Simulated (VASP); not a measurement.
# BaTiO3 in VASP: further runs

The runs below take BaTiO3 through electric field gradients, with PBEsol.

All numbers are computed with VASP 6.6.1; they aren't measurements. Logs are shortened: lines on timing, memory, paths and dates and some standing lists are left out, and cuts for length are marked.

### Step 1. The cell of the first run

It takes space group Amm2 (No. 38, orthorhombic). Conventional cell: a = 3.904 Å, b = 5.561 Å, c = 5.692 Å, α = 90.00°, β = 90.00°, γ = 90.00°. Within 3.7 Å of Ba (site symmetry mm2) lie 12 O at 2.78 to 2.89 Å and 8 Ti at 3.40 to 3.49 Å. Within 2.6 Å of Ti (site symmetry mm2) lie 6 O at 1.93 to 2.05 Å. Within 2.6 Å of O (site symmetry mm2) lie 2 Ti at 1.95 Å. Within 2.6 Å of O (site symmetry m) lie 2 Ti at 1.93 to 2.05 Å.

### Step 2. Electric field gradients, PBEsol (equal xx and yy strain of -2 %)

File INCAR:

```
SYSTEM = BaTiO3
PREC = Accurate
ENCUT = 520
EDIFF = 1E-8
ISMEAR = -1
SIGMA = 0.05
LREAL = .FALSE.
LASPH = .TRUE.
NELM = 100
ALGO = Normal
ISIF = 2
LWAVE = .FALSE.
LCHARG = .FALSE.
GGA = PS
LEFG = .TRUE.
NBANDS = 28
```

File KPOINTS:

```
Automatic mesh
0
G
  8 8 8
  0 0 0
```

File POSCAR:

```
BaTiO3
1.0
    3.9044180000      0.0000000000      0.0000000000
    0.0000000000      2.7803090000      2.8458000000
    0.0000000000     -2.7803090000      2.8458000000
Ba Ti O
1 1 3
Direct
    0.0000000000      0.0000000000      0.0000000000
    0.5000000000      0.5079000000      0.5079000000
    0.0000000000      0.4921000000      0.4921000000
    0.5000000000      0.5025100000      0.9937100000
    0.5000000000      0.9937100000      0.5025100000
```

Potentials or basis: VASP PAW PBE potentials, release 64 (Ba_sv, Ti_sv, O).

On the command line:

```sh
$ cat potpaw_PBE.64/Ba_sv/POTCAR potpaw_PBE.64/Ti_sv/POTCAR potpaw_PBE.64/O/POTCAR > POTCAR
$ mpirun -np 1 vasp_std > vasp.out
```

OUTCAR:

```text
SYSTEM = BaTiO3
   PREC = Accurate
   ENCUT = 520
   EDIFF = 1E-8
   ISMEAR = -1
   LREAL = .FALSE.
   LASPH = .TRUE.
   NELM = 100
   ISIF = 2
   GGA = PS

 ion  position               nearest neighbor table
   1  0.000  0.000  0.000-   4 2.78   5 2.78   4 2.78   5 2.78   3 2.78   3 2.78   4 2.79   5 2.79
                             4 2.79   5 2.79   3 2.80   3 2.89   2 3.40   2 3.40   2 3.40   2 3.40
   2  0.500  0.508  0.508-   4 1.93   5 1.93   3 1.95   3 1.95   5 2.05   4 2.05   1 3.40   1 3.40
                             1 3.40   1 3.40   1 3.41   1 3.41   1 3.49   1 3.49
   3  0.000  0.492  0.492-   2 1.95   2 1.95   1 2.78   1 2.78   1 2.80   1 2.89
   4  0.500  0.503  0.994-   2 1.93   2 2.05   1 2.78   1 2.78   1 2.79   1 2.79
   5  0.500  0.994  0.503-   2 1.93   2 2.05   1 2.78   1 2.78   1 2.79   1 2.79

  LATTYP: Found a base centered orthorhombic cell.
 ALAT       =     5.5606180000
 B/A-ratio  =     1.0235552955
 C/A-ratio  =     0.7021554079

  Lattice vectors:

 A1 = (   0.0000000000,   2.7803090000,  -2.8458000000)
 A2 = (   0.0000000000,   2.7803090000,   2.8458000000)
 A3 = (   3.9044180000,   0.0000000000,   0.0000000000)

Analysis of symmetry for initial positions (statically):
=====================================================================
 Subroutine PRICEL returns:
 Original cell was already a primitive cell.

 Routine SETGRP: Setting up the symmetry group for a
 base centered orthorhombic supercell.

 Subroutine GETGRP returns: Found  4 space group operations
 (whereof  4 operations were pure point group operations)
 out of a pool of  8 trial point group operations.

The static configuration has the point symmetry C_2v.

Analysis of symmetry for dynamics (positions and initial velocities):
=====================================================================
 Subroutine PRICEL returns:
 Original cell was already a primitive cell.

 Routine SETGRP: Setting up the symmetry group for a
 base centered orthorhombic supercell.

 Subroutine GETGRP returns: Found  4 space group operations
 (whereof  4 operations were pure point group operations)
 out of a pool of  8 trial point group operations.

The dynamic configuration has the point symmetry C_2v.

 Subroutine INISYM returns: Found  4 space group operations
 (whereof  4 operations are pure point group operations),
 and found     1 'primitive' translations

----------------------------------------------------------------------------------------

                                     Primitive cell

  volume of cell :      61.7851

  direct lattice vectors                    reciprocal lattice vectors
     3.904418000  0.000000000  0.000000000     0.256120118  0.000000000  0.000000000
     0.000000000  2.780309000  2.845800000     0.000000000  0.179836126  0.175697519
     0.000000000 -2.780309000  2.845800000     0.000000000 -0.179836126  0.175697519

  length of vectors
     3.904418000  3.978529348  3.978529348     0.256120118  0.251417284  0.251417284

  position of ions in fractional coordinates (direct lattice)
     0.000000000  0.000000000  0.000000000
     0.500000000  0.507900000  0.507900000
     0.000000000  0.492100000  0.492100000
     0.500000000  0.502510000  0.993710000
     0.500000000  0.993710000  0.502510000

  ion indices of the primitive-cell ions
   primitive index   ion index
                 1           1
                 2           2
                 3           3
                 4           4
                 5           5

----------------------------------------------------------------------------------------

 KPOINTS: Automatic mesh

Automatic generation of k-mesh.
 Grid dimensions read from file:
 generate k-points for:    8    8    8

[... 46 lines left out ...]
   number of dos      NEDOS =    301   number of ions     NIONS =      5
   total plane-waves  NPLWV =  27000
   dimension x,y,z NGX =    30 NGY =   30 NGZ =   30
   dimension x,y,z NGXF=    60 NGYF=   60 NGZF=   60
   ions per type =               1   1   3
   NGX,Y,Z   is equivalent  to a cutoff of  12.77, 12.54, 12.54 a.u.
   NGXF,Y,Z  is equivalent  to a cutoff of  25.55, 25.07, 25.07 a.u.
 SYSTEM =  BaTiO3
   PREC   = accura    normal or accurate (medium, high low for compatibility)
   ISTART =      0    job   : 0-new  1-cont  2-samecut
   ICHARG =      2    charge: 1-file 2-atom 10-const
   ISPIN  =      1    spin polarized calculation?
   LNONCOLLINEAR =      F non collinear calculations
   LSORBIT =      F    spin-orbit coupling
   LASPH  =      T    aspherical Exc in radial PAW
   ENCUT  =  520.0 eV  38.22 Ry    6.18 a.u.   7.26  7.40  7.40*2*pi/ulx,y,z
   NELM   =    100;   NELMIN=  2; NELMDL= -5     # of ELM steps
   EDIFF  = 0.1E-07   stopping-criterion for ELM
   LREAL  =      F    real-space projection
   EDIFFG = 0.1E-06   stopping-criterion for IOM
   NSW    =      0    number of steps for IOM
   IBRION =     -1    ionic relax: 0-MD 1-quasi-New 2-CG
   NFREE  =      0    steps in history (QN), initial steepest desc. (CG)
   ISIF   =      2    stress and relaxation
   ISYM   =      2    0-nonsym 1-usesym 2-fastsym
   POTIM  = 0.5000    time-step for ionic-motion
   TEBEG  =    0.0;   TEEND  =   0.0 temperature during run
   PSTRESS=    0.0 pullay stress
   NELECT =      40.0000    total number of electrons
   NUPDOWN=      -1.0000    fix difference up-down
   EMIN   =  10.00;   EMAX   =-10.00  energy-range for DOS
   EFERMI =   0.00;   METHOD = LEGACY
   ISMEAR =    -1;   SIGMA  =   0.05  broadening in eV -4-tet -1-fermi 0-gaus
   EFERMI_NEDOS =   21; number of points for ismear=-14 and -15
   IALGO  =     38    algorithm
   IMIX   =      4    mixing-type and parameters
     AMIX     =   0.40;   BMIX     =  1.00
     AMIX_MAG =   1.60;   BMIX_MAG =  1.00
  volume/ion in A,a.u.               =      12.36        83.39
  Fermi-wavevector in a.u.,A,eV,Ry     =   1.416229  2.676285 27.289280  2.005705
  Thomas-Fermi vector in A             =   2.537586
   LORBIT       =      0    0 simple, 1 ext, 2 COOP (PROOUT), +10 PAW based schemes
   GGA     = PS    functional components
   LHFCALC =     F    Hartree Fock is set to
   AEXX    =    0.0000 exact exchange contribution
   IVDW    =     0    specifies the selected vdW correction
   LEPSILON=     F    determine dielectric tensor
   LRPA    =     F    only Hartree local field effects (RPA)
 non-spin polarized calculation
  energy-cutoff  :      520.00
  volume of cell :       61.79
 maximum number of plane-waves:      1691
 NGX is ok and might be reduce to    30
   NGX = 15   NGY = 15   NGZ = 15

 number of electron      40.0000016 magnetization

 Free energy of the ion-electron system (eV)
  ---------------------------------------------------
  ext. energy  EPLUGINS =         0.00000000
  ---------------------------------------------------
  free energy    TOTEN  =       -41.93847016 eV

  energy without entropy =      -41.93847016  energy(sigma->0) =      -41.93847016

 E-fermi :   4.9198     XC(G=0): -11.7118

 val. band max:        4.0129532391   @ k =   0.5000   0.5000   0.5000
 cond. band min:       5.7740133005   @ k =   0.0000   0.0000   0.0000
 fundamental gap:      1.7610600615
 Fermi energy:         4.9197850554

 k-point     1 :       0.0000    0.0000    0.0000
  band No.  band energies     occupation
      1     -52.1896      2.00000
      2     -28.5509      2.00000
      3     -28.5455      2.00000
      4     -28.5313      2.00000
      5     -20.7059      2.00000
      6     -12.9221      2.00000
[... 733 lines left out ...]
     27      12.2147      0.00000
     28      13.8559      0.00000

 [... further k-points ...]
[... 5 lines left out ...]
  --------------------------------------------------------------------------------------
  -------------------------------------------------------------------------------------
  Total        2.8055453      2.6098883      0.2788874      0.0000000      0.0000000      0.0000000
  in kB       72.7518648     67.6781941      7.2319542      0.0000000      0.0000000      0.0000000
  external PRESSURE =      49.2206710 kB  Pullay stress =       0.0000000 kB

 VOLUME and BASIS-vectors are now :
 -----------------------------------------------------------------------------
  energy-cutoff  :      520.00
  volume of cell :       61.79
      direct lattice vectors                 reciprocal lattice vectors
     3.904418000  0.000000000  0.000000000     0.256120118  0.000000000  0.000000000
     0.000000000  2.780309000  2.845800000     0.000000000  0.179836126  0.175697519
     0.000000000 -2.780309000  2.845800000     0.000000000 -0.179836126  0.175697519

 POSITION                                       TOTAL-FORCE (eV/Angst)
 -----------------------------------------------------------------------------------
      0.00000      0.00000      0.00000         0.000000     -0.000000      0.101689
      1.95221      0.00000      2.89076         0.000000     -0.000000      0.112934
      0.00000      0.00000      2.80084         0.000000     -0.000000      0.056385
      1.95221     -1.36569      4.25794         0.000000     -0.077314     -0.135505
      1.95221      1.36569      4.25794         0.000000      0.077314     -0.135505
 -----------------------------------------------------------------------------------
    total drift:                                0.000000      0.000000      0.000017

  FREE ENERGIE OF THE ION-ELECTRON SYSTEM (eV)
  ---------------------------------------------------
  free  energy   TOTEN  =       -41.9384701609 eV

  energy  without entropy=      -41.9384701600  energy(sigma->0) =      -41.93847016

 Electric field gradients (V/A^2)
---------------------------------------------------------------------
 ion       V_xx      V_yy      V_zz      V_xy      V_xz      V_yz
---------------------------------------------------------------------
   1       0.692   -14.387    13.695     0.000    -0.000    -0.000
   2     -15.855    11.949     3.906    -0.000     0.000    -0.000
   3      15.541    -7.062    -8.479    -0.000    -0.000    -0.000
   4     -12.676     3.192     9.484     0.000     0.000   -14.534
   5     -12.676     3.192     9.484    -0.000     0.000    14.534
---------------------------------------------------------------------

 Electric field gradients after diagonalization (V/A^2)
 (convention: |V_zz| > |V_xx| > |V_yy|)
----------------------------------------------------------------------
 ion       V_xx      V_yy      V_zz     asymmetry (V_yy - V_xx)/ V_zz
----------------------------------------------------------------------
   1      13.695     0.692   -14.387       0.904
   2      11.949     3.906   -15.855       0.507
   3      -8.479    -7.062    15.541       0.091
   4     -12.676    -8.532    21.209       0.195
   5     -12.676    -8.532    21.209       0.195
----------------------------------------------------------------------

           NMR quadrupolar parameters

 Cq : quadrupolar parameter    Cq=e*Q*V_zz/h
 eta: asymmetry parameters     (V_yy - V_xx)/ V_zz
 Q  : nuclear electric quadrupole moment in mb (millibarn)
----------------------------------------------------------------------
 ion       Cq(MHz)       eta       Q (mb)
----------------------------------------------------------------------
   1      -0.035       0.904       1.000
   2      -0.038       0.507       1.000
   3       0.038       0.091       1.000
   4       0.051       0.195       1.000
   5       0.051       0.195       1.000
----------------------------------------------------------------------
```

Run time: 4.2 min. Hardware: 1 thread of Intel Xeon Platinum 8375C at 2.90GHz (Ice Lake), shared host; peak memory 0.3 GiB.

What came out:

```yaml
Free_energy: -41.9385 eV
Pressure: 4.9 GPa
Largest_force: 0.156 eV/Å
Band_gap_on_the_k_mesh: 1.76 eV, indirect (least direct gap 1.87 eV)
```

Forces on the atoms (eV/Å):
```
Ba   0.000  0.000  0.102
Ti   0.000  0.000  0.113
O    0.000  0.000  0.056
O    0.000 -0.077 -0.136
O    0.000  0.077 -0.136
```

Levels at points of the mesh, in eV from the valence-band top:
| k point | band 18 | band 19 | band 20 | band 21 | band 22 | band 23 |
| --- | --- | --- | --- | --- | --- | --- |
| (0.00, 0.00, 0.00) | -0.26 | -0.23 | -0.11 | 1.76 | 1.80 | 1.96 |
| (0.50, 0.00, 0.00) | -1.97 | -0.92 | -0.69 | 1.99 | 3.77 | 3.78 |
| (0.00, 0.50, 0.00) | -1.80 | -0.80 | -0.75 | 2.02 | 3.63 | 3.65 |
| (0.50, 0.50, 0.00) | -0.85 | -0.85 | -0.11 | 3.64 | 3.79 | 4.14 |
| (0.00, 0.50, 0.50) | -1.03 | -0.93 | -0.18 | 3.62 | 3.70 | 4.05 |
| (0.50, 0.50, 0.50) | -0.07 | -0.04 | 0.00 | 4.35 | 4.42 | 4.44 |

Electric field gradients, principal values (V/Å²):
```
atom   least   middle  greatest (by size)
1 Ba   0.692   13.695             -14.387
2 Ti   3.906   11.949             -15.855
 3 O  -7.062   -8.479              15.541
 4 O  -8.532  -12.676              21.209
 5 O  -8.532  -12.676              21.209
```

Caveat: the cell differs from its parent crystal (equal xx and yy strain of -2 %); without QUAD_EFG the Cq values of the log hold for a quadrupole moment of 1 mb, not for the nuclei; the PAW data sets were made with another functional, which shifts forces and pressure a little; spin-orbit coupling is left out, which moves the levels of the heavy elements.

### Step 3. Electric field gradients, PBEsol (equal xy, yz and zx shear strains of -1 %)

File INCAR:

```
SYSTEM = BaTiO3
  PREC = Accurate
  ENCUT = 520
  EDIFF = 1E-8
  ISMEAR = -1
  SIGMA = 0.05
  LREAL = .False.
  LASPH = .True.
  NELM = 100
  ALGO = Normal
  ISIF = 2
  LWAVE = .False.
  LCHARG = .False.
  GGA = PS
  LEFG = .True.
  NBANDS = 28
```

File KPOINTS:

```
regular mesh
0
Gamma
  8 8 8
  0 0 0
```

Edit POSCAR of step 2 so:

```diff
@@ -2,5 +2,5 @@
 1.0
-    3.9044180000      0.0000000000      0.0000000000
-    0.0000000000      2.7803090000      2.8458000000
-    0.0000000000     -2.7803090000      2.8458000000
+    3.9841000000     -0.0199205000     -0.0199205000
+   -0.0284142500      2.8228210000      2.8316147500
+   -0.0000437500     -2.8512790000      2.8599852500
 Ba Ti O
```

Potentials or basis: VASP PAW PBE potentials, release 64 (Ba_sv, Ti_sv, O).

On the command line:

```sh
$ cat potpaw_PBE.64/Ba_sv/POTCAR potpaw_PBE.64/Ti_sv/POTCAR potpaw_PBE.64/O/POTCAR > POTCAR
$ mpirun -np 1 vasp_std > vasp.out
```

OUTCAR:

```text
SYSTEM = BaTiO3
   PREC = Accurate
   ENCUT = 520
   EDIFF = 1E-8
   ISMEAR = -1
   LREAL = .False.
   LASPH = .True.
   NELM = 100
   ISIF = 2
   GGA = PS

 ion  position               nearest neighbor table
   1  0.000  0.000  0.000-   4 2.80   3 2.80   4 2.81   5 2.83   5 2.83   4 2.84   3 2.84   3 2.84
                             5 2.84   5 2.84   4 2.85   3 2.89   2 3.42   2 3.45   2 3.45   2 3.45
   2  0.500  0.508  0.508-   5 1.94   4 1.96   3 1.99   3 2.00   5 2.06   4 2.08   1 3.42   1 3.45
                             1 3.45   1 3.45   1 3.48   1 3.48   1 3.49   1 3.53
   3  0.000  0.492  0.492-   2 1.99   2 2.00   1 2.80   1 2.84   1 2.84   1 2.89
   4  0.500  0.503  0.994-   2 1.96   2 2.08   1 2.80   1 2.81   1 2.84   1 2.85
   5  0.500  0.994  0.503-   2 1.94   2 2.06   1 2.83   1 2.83   1 2.84   1 2.84

  LATTYP: Found a triclinic cell.
[... 988 lines left out ...]
   4     -12.485     5.743     6.742    -0.020    -0.021   -18.934
   5     -11.809     5.402     6.407    -1.311    -1.328    14.574
---------------------------------------------------------------------

 Electric field gradients after diagonalization (V/A^2)
 (convention: |V_zz| > |V_xx| > |V_yy|)
----------------------------------------------------------------------
 ion       V_xx      V_yy      V_zz     asymmetry (V_yy - V_xx)/ V_zz
----------------------------------------------------------------------
   1       9.089     1.505   -10.594       0.716
   2      -7.497    -1.831     9.327       0.607
   3     -12.942    -9.365    22.306       0.160
   4     -12.702   -12.482    25.183       0.009
   5     -11.916    -8.678    20.595       0.157
----------------------------------------------------------------------

           NMR quadrupolar parameters

 Cq : quadrupolar parameter    Cq=e*Q*V_zz/h
 eta: asymmetry parameters     (V_yy - V_xx)/ V_zz
 Q  : nuclear electric quadrupole moment in mb (millibarn)
----------------------------------------------------------------------
 ion       Cq(MHz)       eta       Q (mb)
----------------------------------------------------------------------
   1      -0.026       0.716       1.000
   2       0.023       0.607       1.000
   3       0.054       0.160       1.000
   4       0.061       0.009       1.000
   5       0.050       0.157       1.000
----------------------------------------------------------------------
```

Wall time 7.5 min (1 thread of AMD EPYC 7R13 (Zen 3), shared host); peak memory 0.49 GiB.

Results:

| Property | Result |
| --- | --- |
| Free energy | -41.9702 eV |
| Pressure | -2.5 GPa |
| Largest force | 0.217 eV/Å |
| Band gap on the k mesh | 1.72 eV, indirect (least direct gap 1.89 eV) |

Forces on the atoms (eV/Å):
```
Ba   0.007 -0.001  0.088
Ti  -0.014 -0.034  0.202
O   -0.001 -0.003  0.100
O    0.002  0.041 -0.213
O    0.006 -0.003 -0.177
```

Stress tensor (GPa, compression positive):
```
-1.83  1.23  1.24
 1.23 -2.47  0.94
 1.24  0.94 -3.18
```

Levels at points of the mesh, in eV from the valence-band top:
```csv
k point,band 17,band 18,band 19,band 20,band 21,band 22,band 23,band 24
"(0.00, 0.00, 0.00)",-1.10,-0.28,-0.22,-0.17,1.72,1.77,1.84,3.93
"(0.50, 0.00, 0.00)",-1.88,-1.84,-0.81,-0.77,1.92,3.51,3.54,3.94
"(0.00, 0.50, 0.00)",-1.91,-1.81,-0.80,-0.75,1.93,3.51,3.53,3.96
"(0.50, 0.50, 0.00)",-1.76,-0.87,-0.82,-0.08,3.52,3.55,3.94,4.69
"(0.00, 0.00, 0.50)",-1.81,-1.72,-0.83,-0.70,1.94,3.43,3.45,4.02
"(0.50, 0.00, 0.50)",-1.76,-0.93,-0.93,-0.12,3.45,3.54,3.89,4.79
"(0.00, 0.50, 0.50)",-1.73,-0.94,-0.92,-0.14,3.45,3.54,3.88,4.84
"(0.50, 0.50, 0.50)",-2.36,-0.05,-0.02,0.00,4.13,4.16,4.19,6.51
```

Electric field gradients, principal values (V/Å²):
```
atom    least   middle  greatest (by size)
1 Ba    1.505    9.089             -10.594
2 Ti   -1.831   -7.497               9.327
 3 O   -9.365  -12.942              22.306
 4 O  -12.482  -12.702              25.183
 5 O   -8.678  -11.916              20.595
```

Caveat: the cell differs from its parent crystal (equal xy, yz and zx shear strains of -1 %); without QUAD_EFG the Cq values of the log hold for a quadrupole moment of 1 mb, not for the nuclei; the PAW data sets were made with another functional, which shifts forces and pressure a little; spin-orbit coupling is left out, which moves the levels of the heavy elements. A k mesh can miss the band edges.

(Part 1 of 4 ends here.)
